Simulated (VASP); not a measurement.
# Ge (P6_3/mmc) in VASP: notebook

Ge is run at these levels: r2SCAN; tasks: single point.

Program: VASP 6.6.1. These are calculated values, not measurements. Logs are shortened: lines on timing, memory, paths and dates and some standing lists are left out, and cuts for length are marked.

## 1. The cell of the first run

The structure is hexagonal, space group P6_3/mmc (No. 194). The conventional cell has a = 3.998 Å, b = 3.998 Å, c = 6.461 Å, α = 90.00°, β = 90.00°, γ = 120.00°. Ge (site symmetry 3m) has 4 Ge at 2.43 to 2.44 Å within 3.2 Å.

## 2. Single point, r2SCAN (uniaxial z strain -2.0%)

File POSCAR:

```
Ge
1.0
    3.9976152111      0.0000000000      0.0000000000
   -1.9988076055      3.4620363274      0.0000000000
    0.0000000000      0.0000000000      6.4609631250
Ge
4
Direct
    0.3333333333      0.6666666667     -0.0008869513
    0.6666666667      0.3333333333      0.4991130487
    0.3333333333      0.6666666667      0.3758869513
    0.6666666667      0.3333333333      0.8758869513
```

File INCAR.step1:

```
PREC     = Accurate       # precision mode
ENCUT    = 520            # plane-wave cutoff, eV
ISMEAR   = -1             # smearing method
SIGMA    = 0.02           # smearing width, eV
LREAL    = False          # projectors in reciprocal space
LASPH    = True           # aspherical terms in the spheres
NELM     = 100            # most SCF steps
NBANDS   = 36             # bands
GGA      = PE             # functional
ALGO     = Normal         # electronic algorithm
EDIFF    = 1E-4           # SCF threshold, eV
LWAVE    = True           # write WAVECAR
LCHARG   = False          # write CHGCAR
```

File INCAR.step2:

```
PREC     = Accurate       # precision mode
ENCUT    = 520            # plane-wave cutoff, eV
EDIFF    = 1E-6           # SCF threshold, eV
ISMEAR   = -1             # smearing method
SIGMA    = 0.02           # smearing width, eV
LREAL    = False          # projectors in reciprocal space
LASPH    = True           # aspherical terms in the spheres
NELM     = 100            # most SCF steps
ALGO     = Normal         # electronic algorithm
ISIF     = 2              # what is computed and relaxed
LWAVE    = False          # write WAVECAR
LCHARG   = False          # write CHGCAR
METAGGA  = R2SCAN         # meta-GGA
LMIXTAU  = True         
NBANDS   = 36             # bands
ISTART   = 1
```

File KPOINTS:

```
regular mesh
0
Gamma
  12 12 4
```

Potentials or basis: VASP PAW PBE potentials, release 64 (Ge_d).

Launch:

```
cat potpaw_PBE.64/Ge_d/POTCAR > POTCAR
cp INCAR.step1 INCAR
mpirun -np 1 vasp_std > vasp.out
cp INCAR.step2 INCAR
mpirun -np 1 vasp_std > vasp.out
```

OUTCAR:

```text
PREC = Accurate
   ENCUT = 520
   EDIFF = 1E-6
   ISMEAR = -1
   LREAL = False
   LASPH = True
   NELM = 100
   ISIF = 2
   METAGGA = R2SCAN
   ISTART = 1

 ion  position               nearest neighbor table
   1  0.333  0.667  0.999-   3 2.43   4 2.44   4 2.44   4 2.44
   2  0.667  0.333  0.499-   4 2.43   3 2.44   3 2.44   3 2.44
   3  0.333  0.667  0.376-   1 2.43   2 2.44   2 2.44   2 2.44
   4  0.667  0.333  0.876-   2 2.43   1 2.44   1 2.44   1 2.44

  LATTYP: Found a hexagonal cell.
 ALAT       =     3.9976152111
 C/A-ratio  =     1.6162043578

  Lattice vectors:

 A1 = (   3.9976152111,   0.0000000000,   0.0000000000)
 A2 = (  -1.9988076055,   3.4620363274,   0.0000000000)
 A3 = (   0.0000000000,   0.0000000000,   6.4609631250)

Analysis of symmetry for initial positions (statically):
=====================================================================
 Subroutine PRICEL returns:
 Original cell was already a primitive cell.

 Routine SETGRP: Setting up the symmetry group for a
 hexagonal supercell.

 Subroutine GETGRP returns: Found 24 space group operations
 (whereof  6 operations were pure point group operations)
 out of a pool of 24 trial point group operations.

The static configuration has the point symmetry C_3v.
 The point group associated with its full space group is D_6h.

Analysis of symmetry for dynamics (positions and initial velocities):
=====================================================================
 Subroutine PRICEL returns:
 Original cell was already a primitive cell.

 Routine SETGRP: Setting up the symmetry group for a
 hexagonal supercell.

 Subroutine GETGRP returns: Found 24 space group operations
 (whereof  6 operations were pure point group operations)
 out of a pool of 24 trial point group operations.

The dynamic configuration has the point symmetry C_3v.
 The point group associated with its full space group is D_6h.

 Subroutine INISYM returns: Found 24 space group operations
 (whereof  6 operations are pure point group operations),
 and found     1 'primitive' translations

----------------------------------------------------------------------------------------

                                     Primitive cell

  volume of cell :      89.4190

  direct lattice vectors                    reciprocal lattice vectors
     3.997615211  0.000000000  0.000000000     0.250149138  0.144423672  0.000000000
    -1.998807605  3.462036327  0.000000000     0.000000000  0.288847345  0.000000000
     0.000000000  0.000000000  6.460963125     0.000000000  0.000000000  0.154775686

  length of vectors
[... 87 lines left out ...]
   LREAL  =      F    real-space projection
   EDIFFG = 0.1E-04   stopping-criterion for IOM
   NSW    =      0    number of steps for IOM
   IBRION =     -1    ionic relax: 0-MD 1-quasi-New 2-CG
   NFREE  =      0    steps in history (QN), initial steepest desc. (CG)
   ISIF   =      2    stress and relaxation
   ISYM   =      2    0-nonsym 1-usesym 2-fastsym
   POTIM  = 0.5000    time-step for ionic-motion
   TEBEG  =    0.0;   TEEND  =   0.0 temperature during run
   PSTRESS=    0.0 pullay stress
   NELECT =      56.0000    total number of electrons
   NUPDOWN=      -1.0000    fix difference up-down
   EMIN   =  10.00;   EMAX   =-10.00  energy-range for DOS
   EFERMI =   0.00;   METHOD = LEGACY
   ISMEAR =    -1;   SIGMA  =   0.02  broadening in eV -4-tet -1-fermi 0-gaus
   EFERMI_NEDOS =   21; number of points for ismear=-14 and -15
   IALGO  =     38    algorithm
   IMIX   =      4    mixing-type and parameters
     AMIX     =   0.40;   BMIX     =  1.00
     AMIX_MAG =   1.60;   BMIX_MAG =  1.00
  volume/ion in A,a.u.               =      22.35       150.86
  Fermi-wavevector in a.u.,A,eV,Ry     =   1.400643  2.646832 26.691932  1.961802
  Thomas-Fermi vector in A             =   2.523583
   LORBIT       =      0    0 simple, 1 ext, 2 COOP (PROOUT), +10 PAW based schemes
   METAGGA = R2SCAN    functional components
   LHFCALC =     F    Hartree Fock is set to
   AEXX    =    0.0000 exact exchange contribution
   IVDW    =     0    specifies the selected vdW correction
   LEPSILON=     F    determine dielectric tensor
   LRPA    =     F    only Hartree local field effects (RPA)
 non-spin polarized calculation
  energy-cutoff  :      520.00
  volume of cell :       89.42
 maximum number of plane-waves:      2436
 NGX is ok and might be reduce to    30
   NGX = 15   NGY = 15   NGZ = 25

 number of electron      56.0000003 magnetization

 Free energy of the ion-electron system (eV)
  ---------------------------------------------------
  ext. energy  EPLUGINS =         0.00000000
  ---------------------------------------------------
  free energy    TOTEN  =       -55.39443778 eV

  energy without entropy =      -55.39433537  energy(sigma->0) =      -55.39438657

 E-fermi :   5.0690     XC(G=0): -10.8799

 val. band max:        5.0688855597   @ k =   0.0000   0.0000   0.0000
 cond. band min:       5.0689840877   @ k =   0.0000   0.0000   0.0000
 fundamental gap:      0.0000985280
 Fermi energy:         5.0689727644

 k-point     1 :       0.0000    0.0000    0.0000
  band No.  band energies     occupation
      1     -20.6201      2.00000
      2     -20.6201      2.00000
      3     -20.5961      2.00000
      4     -20.5764      2.00000
      5     -20.5764      2.00000
      6     -20.5713      2.00000
[... 925 lines left out ...]
     35      12.5724      0.00000
     36      12.7810      0.00000

 [... further k-points ...]

------------------------ aborting loop because EDIFF is reached ----------------------------------------

  FORCE on cell =-STRESS in cart. coord.  units (eV):
  Direction    XX          YY          ZZ          XY          YZ          ZX
  --------------------------------------------------------------------------------------
  -------------------------------------------------------------------------------------
  Total        0.2832743      0.2832743      2.2202937      0.0000000      0.0000000      0.0000000
  in kB        5.0756057      5.0756057     39.7824143      0.0000000      0.0000000      0.0000000
  external PRESSURE =      16.6445419 kB  Pullay stress =       0.0000000 kB

 VOLUME and BASIS-vectors are now :
 -----------------------------------------------------------------------------
  energy-cutoff  :      520.00
  volume of cell :       89.42
      direct lattice vectors                 reciprocal lattice vectors
     3.997615211  0.000000000  0.000000000     0.250149138  0.144423672  0.000000000
    -1.998807605  3.462036327  0.000000000     0.000000000  0.288847345  0.000000000
     0.000000000  0.000000000  6.460963125     0.000000000  0.000000000  0.154775686

 POSITION                                       TOTAL-FORCE (eV/Angst)
 -----------------------------------------------------------------------------------
     -0.00000      2.30802      6.45523        -0.000000      0.000000      0.005442
      1.99881      1.15401      3.22475         0.000000     -0.000000      0.005442
     -0.00000      2.30802      2.42859        -0.000000      0.000000     -0.005442
      1.99881      1.15401      5.65907         0.000000     -0.000000     -0.005442
 -----------------------------------------------------------------------------------
    total drift:                               -0.000000      0.000000      0.000000

  FREE ENERGIE OF THE ION-ELECTRON SYSTEM (eV)
  ---------------------------------------------------
  free  energy   TOTEN  =       -55.3944377826 eV

  energy  without entropy=      -55.3943353652  energy(sigma->0) =      -55.39438657
```

OSZICAR.step1:

```text
N       E                     dE             d eps       ncg     rms          rms(c)
DAV:   1     0.494300212055E+03    0.49430E+03   -0.28097E+04  4796   0.432E+03
DAV:   2     0.673656725185E+02   -0.42693E+03   -0.41534E+03  4104   0.808E+02
DAV:   3    -0.134540579174E+02   -0.80820E+02   -0.79737E+02  4408   0.206E+02
DAV:   4    -0.180074773861E+02   -0.45534E+01   -0.45354E+01  4820   0.571E+01
DAV:   5    -0.180990986498E+02   -0.91621E-01   -0.91594E-01  4576   0.901E+00    0.463E+00
DAV:   6    -0.179750003743E+02    0.12410E+00   -0.67023E-02  4560   0.196E+00    0.273E+00
DAV:   7    -0.179080891940E+02    0.66911E-01   -0.10765E-01  4436   0.223E+00    0.194E-01
DAV:   8    -0.179116226294E+02   -0.35334E-02   -0.12563E-02  4500   0.992E-01    0.846E-02
DAV:   9    -0.179124401397E+02   -0.81751E-03   -0.88885E-04  3584   0.130E-01    0.193E-02
DAV:  10    -0.179124698424E+02   -0.29703E-04   -0.64309E-05  3504   0.897E-02
   1 F= -.17912470E+02 E0= -.17912364E+02  d E =-.212108E-03
```

Run time: 9.9 min. Hardware: 1 thread of Intel Xeon 6975P-C, shared host; peak memory 0.29 GiB.

Results:

| Item | Value |
| --- | --- |
| Free energy | -55.3944 eV |
| Pressure | 1.7 GPa |
| Largest force | 0.005 eV/Å |
| Band gap on the k mesh | zero (filled and empty bands touch) |

Forces on the atoms (eV/Å):
```
Ge   0.000  0.000  0.005
Ge   0.000  0.000  0.005
Ge   0.000  0.000 -0.005
Ge   0.000  0.000 -0.005
```

Stress tensor (GPa, compression positive):
```
0.51 0.00 0.00
0.00 0.51 0.00
0.00 0.00 3.98
```

Levels at points of the mesh, in eV from the Fermi level:
| k point | band 24 | band 25 | band 26 | band 27 | band 28 | band 29 | band 30 | band 31 | band 32 | band 33 |
| --- | --- | --- | --- | --- | --- | --- | --- | --- | --- | --- |
| (0.00, 0.00, 0.00) | -1.81 | -1.81 | -0.15 | -0.11 | 0.00 | 0.00 | 0.55 | 2.23 | 2.23 | 3.00 |
| (0.50, 0.00, 0.00) | -7.06 | -4.94 | -3.47 | -3.05 | -1.65 | 0.52 | 1.97 | 3.87 | 3.87 | 4.80 |
| (0.00, 0.00, 0.50) | -4.93 | -1.11 | -1.11 | -1.11 | -1.11 | 0.75 | 0.75 | 3.45 | 3.45 | 3.45 |
| (0.50, 0.00, 0.50) | -8.32 | -2.74 | -2.74 | -2.69 | -2.69 | 0.71 | 0.71 | 2.31 | 2.31 | 6.53 |

Caveat: the cell differs from its parent crystal (uniaxial z strain -2.0%); the PAW data sets were made with another functional, which shifts forces and pressure a little.

## 3. Single point, r2SCAN (uniaxial z strain -1.0%)

File POSCAR:

```
Ge
1.0
    3.9976152111      0.0000000000      0.0000000000
   -1.9988076055      3.4620363274      0.0000000000
    0.0000000000      0.0000000000      6.5268913202
Ge
4
Direct
    0.3333333333      0.6666666667     -0.0002523663
    0.6666666667      0.3333333333      0.4997476337
    0.3333333333      0.6666666667      0.3752523663
    0.6666666667      0.3333333333      0.8752523663
```

File INCAR.step1:

```
SYSTEM = Ge
ALGO     = Normal         ! electronic algorithm
EDIFF    = 1E-4           ! SCF threshold, eV
ENCUT    = 520            ! plane-wave cutoff, eV
GGA      = PE             ! functional
ISMEAR   = -1             ! smearing method
LASPH    = .True.         ! aspherical terms in the spheres
LCHARG   = .False.        ! write CHGCAR
LREAL    = .False.        ! projectors in reciprocal space
LWAVE    = .True.         ! write WAVECAR
NBANDS   = 36             ! bands
NELM     = 80             ! most SCF steps
PREC     = Accurate       ! precision mode
SIGMA    = 0.02           ! smearing width, eV
```

File INCAR.step2:

```
SYSTEM = Ge
ALGO     = Normal         ! electronic algorithm
EDIFF    = 1E-6           ! SCF threshold, eV
ENCUT    = 520            ! plane-wave cutoff, eV
ISIF     = 2              ! what is computed and relaxed
ISMEAR   = -1             ! smearing method
ISTART   = 1            
LASPH    = .True.         ! aspherical terms in the spheres
LCHARG   = .False.        ! write CHGCAR
LMIXTAU  = .True.       
LREAL    = .False.        ! projectors in reciprocal space
LWAVE    = .False.        ! write WAVECAR
METAGGA  = R2SCAN         ! meta-GGA
NBANDS   = 36             ! bands
NELM     = 80             ! most SCF steps
PREC     = Accurate       ! precision mode
SIGMA    = 0.02           ! smearing width, eV
```

File KPOINTS:

```
k-points
0
Gamma
  12 12 4
  0 0 0
```

Potentials or basis: VASP PAW PBE potentials, release 64 (Ge_d).

Launch:

```
cat potpaw_PBE.64/Ge_d/POTCAR > POTCAR
cp INCAR.step1 INCAR
mpirun -np 1 vasp_std > vasp.out
cp INCAR.step2 INCAR
mpirun -np 1 vasp_std > vasp.out
```

It took 8.6 min on 1 thread of Intel Xeon 6975P-C, shared host; peak memory 0.29 GiB.

Results (log left out):

| Property | Result |
| --- | --- |
| Free energy | -55.4122 eV |
| Pressure | 0.8 GPa |
| Largest force | 0.006 eV/Å |
| Band gap on the k mesh | zero (filled and empty bands touch) |

Forces in eV/Å, atoms in the order of the input:
```
Ge   0.000  0.000  0.006
Ge   0.000  0.000  0.006
Ge   0.000  0.000 -0.006
Ge   0.000  0.000 -0.006
```

Stress tensor (GPa, compression positive):
```
0.25 0.00 0.00
0.00 0.25 0.00
0.00 0.00 1.99
```

Levels at points of the mesh, in eV from the Fermi level:
```tsv
k point	band 25	band 26	band 27	band 28	band 29	band 30	band 31	band 32
(0.00, 0.00, 0.00)	-1.75	-0.23	-0.03	-0.01	-0.01	0.40	2.26	2.26
(0.50, 0.00, 0.00)	-4.91	-3.41	-3.04	-1.65	0.56	1.90	3.79	3.85
(0.00, 0.00, 0.50)	-1.08	-1.08	-1.08	-1.08	0.79	0.79	3.45	3.45
(0.50, 0.00, 0.50)	-2.74	-2.74	-2.70	-2.70	0.67	0.67	2.28	2.28
```

Caveat: the cell differs from its parent crystal (uniaxial z strain -1.0%); the PAW data sets were made with another functional, which shifts forces and pressure a little.

## 4. Single point, r2SCAN

This run uses another cell than the first one, of 22.81 Å³/atom, 1.020 times its volume.

File POSCAR:

```
Ge
1.0
    3.9976152111      0.0000000000      0.0000000000
   -1.9988076055      3.4620363274      0.0000000000
    0.0000000000      0.0000000000      6.5928195154
Ge
4
Direct
    0.3333333333      0.6666666667      0.0003695990
    0.6666666667      0.3333333333      0.5003695990
    0.3333333333      0.6666666667      0.3746304010
    0.6666666667      0.3333333333      0.8746304010
```

File INCAR.step1:

```
PREC = Accurate
ENCUT = 520
ISMEAR = -1
SIGMA = 0.02
LREAL = F
LASPH = T
NELM = 60
NBANDS = 36
GGA = PE
ALGO = Normal
EDIFF = 1E-4
LWAVE = T
LCHARG = F
```

File INCAR.step2:

```
PREC = Accurate
ENCUT = 520
EDIFF = 1E-6
ISMEAR = -1
SIGMA = 0.02
LREAL = F
LASPH = T
NELM = 60
ALGO = Normal
ISIF = 2
LWAVE = F
LCHARG = F
METAGGA = R2SCAN
LMIXTAU = T
NBANDS = 36
ISTART = 1
```

File KPOINTS:

```
Automatic mesh
0
Gamma
  12 12 4
```

Launch:

```
cat potpaw_PBE.64/Ge_d/POTCAR > POTCAR
cp INCAR.step1 INCAR
mpirun -np 1 vasp_std > vasp.out
cp INCAR.step2 INCAR
mpirun -np 1 vasp_std > vasp.out
```

It took 7 min on 1 thread of Intel Xeon 6975P-C, shared host; peak memory 0.29 GiB.

It converged, with:

| Quantity | Value |
| --- | --- |
| Free energy | -55.4190 eV |
| Pressure | 0.1 GPa |
| Largest force | 0.004 eV/Å |
| Band gap on the k mesh | 0.06 eV, direct |

Forces on the atoms (eV/Å):
```
Ge   0.000  0.000  0.004
Ge   0.000  0.000  0.004
Ge   0.000  0.000 -0.004
Ge   0.000  0.000 -0.004
```

Stress tensor (GPa, compression positive):
```
-0.01  0.00  0.00
 0.00 -0.01  0.00
 0.00  0.00  0.21
```

Levels at points of the mesh, in eV from the valence-band top:
```tsv
k point	band 25	band 26	band 27	band 28	band 29	band 30	band 31	band 32
(0.00, 0.00, 0.00)	-1.69	-0.29	0.00	0.00	0.06	0.26	2.29	2.29
(0.50, 0.00, 0.00)	-4.87	-3.34	-3.02	-1.65	0.62	1.83	3.72	3.84
(0.00, 0.00, 0.50)	-1.03	-1.03	-1.03	-1.03	0.84	0.84	3.46	3.46
(0.50, 0.00, 0.50)	-2.77	-2.77	-2.66	-2.66	0.63	0.63	2.27	2.27
```

Caveat: the PAW data sets were made with another functional, which shifts forces and pressure a little.

## 5. Summary

```csv
cell,gap on the mesh (eV),pressure (GPa),largest force (eV/Å)
"a = 3.998, b = 3.998, c = 6.461 Å, angles 90.0, 90.0, 120.0°, 4 atoms",none,1.7,0.01
"a = 3.998, b = 3.998, c = 6.527 Å, angles 90.0, 90.0, 120.0°, 4 atoms",none,0.8,0.01
"a = 3.998, b = 3.998, c = 6.593 Å, angles 90.0, 90.0, 120.0°, 4 atoms",0.06,0.1,-
```

Alike in all rows: task single point; level r2SCAN; potentials or basis VASP PAW PBE potentials, release 64 (Ge_d); no spin polarisation; k mesh 12 × 12 × 4; cutoff (eV) 520; smearing fermi-dirac 0.02 eV.

Caveats: the PAW data sets were made with another functional, which shifts forces and pressure a little.

Absolute energies hang on the potentials; compare differences alone.
